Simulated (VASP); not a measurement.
# BaTiO3: single point with PBE

Crystal: BaTiO3.

```
Ba Ti O
1.0
     3.97387    0.04914   -0.03764
     0.04914    4.20952   -0.00946
    -0.03781   -0.00951    3.99342
Ba Ti O
1 1 3
Direct
  0.00976 0.99705 0.02817
  0.52621 0.50322 0.46689
  0.46483 0.53152 0.01425
  0.45596 0.98389 0.49346
  0.00508 0.48115 0.52750
```

| Item | Value |
| --- | --- |
| Program | VASP 6.6.1 |
| Task | single point |
| Functional | PBE |
| Potentials or basis | VASP PAW PBE potentials, release 64 (Ba_sv, Ti_sv, O) |
| Cutoff | 520 eV |
| k mesh | 4 × 4 × 4 |
| Occupations | gaussian, width 0.01 eV |
| Spin | no spin polarisation |
| Dipole correction | no |
| Further INCAR settings | ALGO = Normal; EDIFF = 1e-06; NBANDS = 28 |

The pressure is 1.5 GPa and the largest force is 1.579 eV/Å. The band gap on the k mesh is 2.11 eV (least direct gap 2.44 eV).

Forces on the atoms (eV/Å):
```
Ba  -0.409  0.154 -1.081
Ti  -0.528  0.635  0.943
O    1.052 -0.956  0.210
O    1.385  0.090  0.418
O   -1.499  0.076 -0.490
```

Stress tensor (GPa, compression positive):
```
 2.74 -2.31  1.63
-2.31 -4.29  1.27
 1.63  1.27  6.09
```

Levels at points of the mesh, in eV from the valence-band top:
| k point | band 17 | band 18 | band 19 | band 20 | band 21 | band 22 | band 23 | band 24 |
| --- | --- | --- | --- | --- | --- | --- | --- | --- |
| (0.00, 0.00, 0.00) | -1.15 | -0.85 | -0.44 | -0.33 | 2.11 | 2.27 | 2.94 | 3.81 |
| (0.50, 0.00, 0.00) | -1.80 | -1.74 | -0.82 | -0.73 | 2.30 | 3.56 | 3.73 | 3.95 |
| (0.00, 0.50, 0.00) | -1.57 | -1.23 | -1.16 | -0.77 | 2.88 | 3.00 | 3.33 | 4.50 |
| (0.50, 0.50, 0.00) | -1.41 | -1.37 | -1.28 | -0.14 | 3.20 | 3.66 | 3.76 | 4.74 |
| (0.00, 0.00, 0.50) | -1.83 | -1.46 | -1.06 | -0.77 | 2.41 | 3.39 | 3.70 | 3.96 |
| (0.50, 0.00, 0.50) | -1.44 | -0.68 | -0.48 | -0.13 | 3.55 | 3.64 | 3.87 | 4.29 |
| (0.00, 0.50, 0.50) | -1.57 | -1.13 | -1.09 | -0.25 | 3.05 | 3.70 | 3.77 | 4.67 |
| (0.50, 0.50, 0.50) | -2.17 | -0.18 | -0.06 | 0.00 | 3.67 | 3.87 | 4.01 | 5.76 |

It took 110 s on 1 thread of Intel Xeon 8259CL, on a shared host, peak memory 0.22 GiB.

Caveat: spin-orbit coupling is left out, which moves the levels of the heavy elements; forces of over 1 eV/Å act on the atoms, so gaps and moduli don't describe the material at rest. A hybrid or GW would open this gap; PBE tends to underestimate it.
